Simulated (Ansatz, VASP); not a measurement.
**AgI: VASP beside Ansatz**

Contents of INCAR:

```
ALGO = Normal ; EDIFF = 1E-6
ENCUT = 500 ; GGA = PS
GGA_COMPAT = False ; ISIF = 2
ISMEAR = 0 ; LASPH = True
LCHARG = False ; LREAL = False
LWAVE = False ; NBANDS = 26
NELM = 120 ; PREC = Accurate
SIGMA = 0.01
```

File KPOINTS:

```
k-points
0
Gamma
  6 6 4
```

The input POSCAR:

```
AgI
1.0
    4.5589426758      0.0000000000      0.0000000000
   -2.2794713379      3.9481601717      0.0000000000
    0.0000000000      0.0000000000      7.4542371408
Ag I
2 2
Direct
    0.6666666667      0.3333333333      0.6275646764
    0.3333333333      0.6666666667      0.1275646764
    0.6666666667      0.3333333333      0.0024353236
    0.3333333333      0.6666666667      0.5024353236
```

Input for Ansatz:

```yaml
crystal:
  lattice:
    - [4.55894267584, 0.0, 0.0]
    - [-2.27947133792, 3.94816017168, 0.0]
    - [0.0, 0.0, 7.45423714077]
  atoms:
    - { symbol: Ag, position: [0.666666666667, 0.333333333333, 0.627564676396] }
    - { symbol: Ag, position: [0.333333333333, 0.666666666667, 0.127564676396] }
    - { symbol: I, position: [0.666666666667, 0.333333333333, 0.002435323604] }
    - { symbol: I, position: [0.333333333333, 0.666666666667, 0.502435323604] }
kpoints:
  mp_grid: { grid: [6, 6, 4] }
scf:
  occupations: { method: fixed }
hamiltonian:
  xc: pbesol
  pseudopotentials: { kind: all_electron, lapw: { basis_error: 0.001 } }
output:
  forces: true
  stress: true
  eigenvalues: true
  eigenstates:
    nscf_kmesh: { grid: [8, 8, 6] }
    de_dk: true
    e_range: [-9, 11.22924660592]
  optics:
    e_range: [0, 20]
    de: 0.2
    sigma: 0.25
    bands: { spectra_wanted_up_to: 20 }
    nscf_kmesh: { grid: [8, 8, 6] }
checkpoint:
  write: ck
  write_wavefunctions: false
```

Alike in both runs: task single point; functional PBEsol; k mesh 6 × 6 × 4; no spin polarisation.

|  | VASP | Ansatz |
| --- | --- | --- |
| version | VASP 6.6.1 | Ansatz 0.2.0 |
| potentials or method | VASP PAW PBE potentials, release 64 (Ag, I), cutoff 500 eV | all-electron LAPW, scalar-relativistic |
| occupations | gaussian, width 0.01 eV | fixed |

```csv
,VASP,Ansatz,Ansatz less VASP
gap on the k mesh at the Fermi level (eV),1.23,1.23,-0.004
pressure (GPa),0.0,0.0,+0.05
```

VASP's potentials were made for PBE, not for PBEsol. Ansatz ran all-electron here, and VASP with PAW potentials.

Neither program's run includes spin-orbit coupling.
